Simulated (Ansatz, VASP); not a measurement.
**One calculation of NbTe, two programs**

```xyz
2
Lattice="3.4257 0.0000 0.0000 0.0000 3.4257 0.0000 0.0000 0.0000 3.4257" Properties=species:S:1:pos:R:3 pbc="T T T"
Nb    1.7128    1.7128    1.7128
Te    0.0000    0.0000    0.0000
```

Alike in both runs: functional PBEsol; k mesh 8 × 8 × 8; occupations fermi-dirac, width 0.05 eV; non-collinear spin, spin-orbit coupling.

|  | VASP | Ansatz |
| --- | --- | --- |
| version | VASP 6.6.1 | Ansatz 0.2.0 |
| potentials or method | VASP PAW PBE potentials, release 64 (Nb_sv, Te) | Ansatz PAW |
| plane-wave cutoff (eV) | 520 | 420 |
| valence electrons in the cell | 19 | 29 |
| task | single point | band structure |

|  | VASP | Ansatz | Ansatz less VASP |
| --- | --- | --- | --- |
| pressure (GPa) | -5.1 | -5.1 | +0.03 |
| net moment per atom (μB) | 0.00 | 0.00 | 0.000 |

VASP's potentials were made for PBE, not for PBEsol. VASP's potentials hold 19 valence electrons a cell and Ansatz's 29, so a difference there can come from the potentials and not from the codes.
